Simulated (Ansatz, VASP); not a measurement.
**Ag in VASP and in Ansatz**

POSCAR

```
Ag
1.0
    4.6759999803      0.0000000000      0.0000000000
   -2.3379999902      4.0495347711      0.0000000000
    0.0000000000      0.0000000000      2.7979745334
Ag
3
Direct
    0.0000000000      1.0000000000      0.0000000000
    0.3333333333      0.6666666667      0.5000000000
    0.6666666667      0.3333333333      0.5000000000
```

File INCAR.step1:

```
SYSTEM = Ag
  PREC = Accurate
  ENCUT = 520
  ISMEAR = -1
  SIGMA = 0.1
  LREAL = .FALSE.
  LASPH = .TRUE.
  NELM = 60
  NBANDS = 24
  GGA = PE
  ALGO = Normal
  EDIFF = 1E-4
  LWAVE = .TRUE.
  LCHARG = .FALSE.
```

File INCAR.step2:

```
SYSTEM = Ag
  PREC = Accurate
  ENCUT = 520
  EDIFF = 1E-6
  ISMEAR = -1
  SIGMA = 0.1
  LREAL = .FALSE.
  LASPH = .TRUE.
  NELM = 60
  ALGO = Normal
  ISIF = 2
  LWAVE = .FALSE.
  LCHARG = .TRUE.
  METAGGA = R2SCAN
  LMIXTAU = .TRUE.
  LELF = .TRUE.
  LVHAR = .TRUE.
  NBANDS = 24
  ISTART = 1
```

Contents of KPOINTS:

```
Automatic mesh
0
G
  9 9 13
  0 0 0
```

Input for Ansatz:

```yaml
crystal:
  lattice:
    - [4.6759999803, 0.0, 0.0]
    - [-2.3379999902, 4.0495347711, 0.0]
    - [0.0, 0.0, 2.7979745334]
  atoms:
    - { symbol: Ag, position: [0.0, 1.0, 0.0] }
    - { symbol: Ag, position: [0.3333333333, 0.6666666667, 0.5] }
    - { symbol: Ag, position: [0.6666666667, 0.3333333333, 0.5] }
hamiltonian:
  xc: r2scan
  pseudopotentials:
    kind: paw
    azcp:
      Ag: "pseudopotentials/Ag.paw.azcp"
basis:
  ecutwfc: 500
  fft_grid_basis: typed
kpoints:
  mp_grid: { grid: [9, 9, 13], shift: [0, 0, 0] }
magnetization:
  spin_polarized: false
scf:
  occupations: { method: fermi_dirac, width: 0.1 }
  lower_state_search: "off"
output:
  stress: true
```

Alike in both runs: task single point; functional r2SCAN; k mesh 9 × 9 × 13; occupations fermi-dirac, width 0.1 eV; no spin polarisation.

|  | VASP | Ansatz |
| --- | --- | --- |
| version | VASP 6.6.1 | Ansatz 0.2.0 |
| potentials or method | VASP PAW PBE potentials, release 64 (Ag), cutoff 520 eV | plane waves (500 eV) with PAW, scalar-relativistic |
| valence electrons in the cell | 33 | 57 |

|  | VASP | Ansatz | Ansatz less VASP |
| --- | --- | --- | --- |
| pressure (GPa) | 0.2 | 0.0 | -0.14 |
| traceless stress, the component that is largest in VASP (GPa) | -0.14 | -0.15 | -0.012 |

VASP's potentials were made for PBE, not for r2SCAN. VASP's potentials hold 33 valence electrons a cell and Ansatz's 57, so a difference there can come from the potentials and not from the codes.
